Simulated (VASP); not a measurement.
Here is a VASP 6.6.1 calculation.

The input POSCAR:

```
Si
1.0
   -2.6290009028      0.0000000000      0.0000000000
   -1.3145004514     -2.2767815684      0.0000000000
    0.0000000000      0.0000000000     10.7251962900
Si
4
Direct
    0.0000000000      0.0000000000      0.8138123087
    0.0000000000      0.0000000000      0.1162589012
    0.0000000000      0.0000000000      0.3487767037
    0.0000000000      0.0000000000      0.5812945062
```

INCAR.step1

```
SYSTEM = Si
ALGO = Normal
EDIFF = 1E-4
ENCUT = 520
GGA = PE
ISMEAR = 0
LASPH = .TRUE.
LCHARG = .FALSE.
LREAL = .FALSE.
LWAVE = .TRUE.
NBANDS = 16
NELM = 60
PREC = Accurate
SIGMA = 0.15
```

File INCAR.step2:

```
SYSTEM = Si
ALGO = Normal
EDIFF = 1E-6
ENCUT = 520
ISIF = 2
ISMEAR = 0
ISTART = 1
LASPH = .TRUE.
LCHARG = .TRUE.
LELF = .TRUE.
LMIXTAU = .TRUE.
LREAL = .FALSE.
LVHAR = .TRUE.
LWAVE = .FALSE.
METAGGA = R2SCAN
NBANDS = 16
NELM = 60
PREC = Accurate
SIGMA = 0.15
```

KPOINTS

```
k-points
0
G
  26 26 6
  0 0 0
```

Potentials or basis: VASP PAW PBE potentials, release 64 (Si).

The run is started by

```console
$ cat potpaw_PBE.64/Si/POTCAR > POTCAR
$ cp INCAR.step1 INCAR
$ mpirun -np 1 vasp_std > vasp.out
$ cp INCAR.step2 INCAR
$ mpirun -np 1 vasp_std > vasp.out
```

Problem. Predict the pressure.

Solution. -2.9 GPa.

Problem. Predict the largest force.

Solution. 0.400 eV/Å.

Problem. What does it give for the band gap on the k mesh?

Solution. Zero (bands 8 and 9 overlap by 8.39 eV).

Forces in eV/Å, atoms in the order of the input:
```
Si   0.000  0.000  0.400
Si   0.000  0.000 -0.400
Si   0.000  0.000 -0.076
Si   0.000  0.000  0.076
```

Caveat: the cell differs from its parent crystal (the distance across one plane changed); the stress differs along the axes, from -7 to -1 GPa; the PAW data sets were made with another functional, which shifts forces and pressure a little.
